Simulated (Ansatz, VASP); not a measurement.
# BeS: VASP beside Ansatz

```
Be S
1.0
     0.00000    2.38682    2.25757
     2.38682    0.00000    2.25757
     2.38682    2.38682    0.00000
Be S
1 1
Direct
  0.00000 0.00000 0.00000
  0.50000 0.50000 0.50000
```

Change from the starting cell: epitaxial_xy strain +3.0%.

Alike in both runs: task single point; functional HSE06; k mesh 6 × 6 × 6; no spin polarisation.

```csv
,VASP,Ansatz
version,VASP 6.6.1,Ansatz 0.2.0
potentials or method,"VASP PAW PBE potentials, release 64 (Be, S)","plane waves, PAW"
plane-wave cutoff (eV),520,420
occupations,"gaussian, width 0.01 eV",fixed
valence electrons in the cell,8,8
```

VASP gave:

| Property | Result |
| --- | --- |
| gap on the k mesh at the Fermi level (eV) | 1.40 |
| pressure (GPa) | -4.7 |
| traceless stress, the component that is largest in VASP (GPa) | 2.93 |

Task: Which values does Ansatz return?

Result: gap on the k mesh at the Fermi level (eV): 1.41; pressure (GPa): -4.5; traceless stress, the component that is largest in VASP (GPa): 2.91.

Ansatz's warnings: stress exchange threshold loose, stress scf threshold loose.
